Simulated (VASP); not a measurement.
Write the native input for VASP 6.6.1 that does the following.

| Property | Result |
| --- | --- |
| Task | single point |
| Functional | PBE |
| Potentials or basis | VASP PAW PBE potentials, release 64 (Se) |
| Cutoff | 520 eV |
| k mesh | 11 × 11 × 11 |
| Occupations | fermi-dirac, width 0.1 eV |
| Spin | no spin polarisation |
| Dipole correction | no |
| Further INCAR settings | ALGO = Normal; EDIFF = 1e-06; NBANDS = 13 |

The structure of Se lies in POSCAR:

```
Se
1.0
    0.0000000000      2.3325060987      2.3325060987
    2.3325060987      0.0000000000      2.3325060987
    2.3325060987      2.3325060987      0.0000000000
Se
2
Direct
   -0.1250000000     -0.1250000000     -0.1250000000
    0.1250000000      0.1250000000      0.1250000000
```

This isn't the form of Se at room conditions, which is trigonal, of chains.

One way to write it, as run:

INCAR

```
SYSTEM = Se
PREC = Accurate
ENCUT = 520
EDIFF = 1E-6
ISMEAR = -1
SIGMA = 0.1
LREAL = .FALSE.
LASPH = .TRUE.
NELM = 80
ALGO = Normal
ISIF = 2
LWAVE = .FALSE.
LCHARG = .FALSE.
GGA = PE
NBANDS = 13
```

KPOINTS

```
regular mesh
0
G
  11 11 11
  0 0 0
```

Potentials or basis: VASP PAW PBE potentials, release 64 (Se).

Run with:

```console
$ cat potpaw_PBE.64/Se/POTCAR > POTCAR
$ mpirun -np 1 vasp_std > vasp.out
```

Results of the run:

* Pressure: 216.1 GPa
* Band gap on the k mesh: zero (bands 6 and 7 overlap by 4.75 eV)

Caveat: the cell stands under pressure.

Wall time 16 s on 1 thread of AMD EPYC 7R13 Processor (Zen 3) (shared host), peak memory 0.13 GiB.
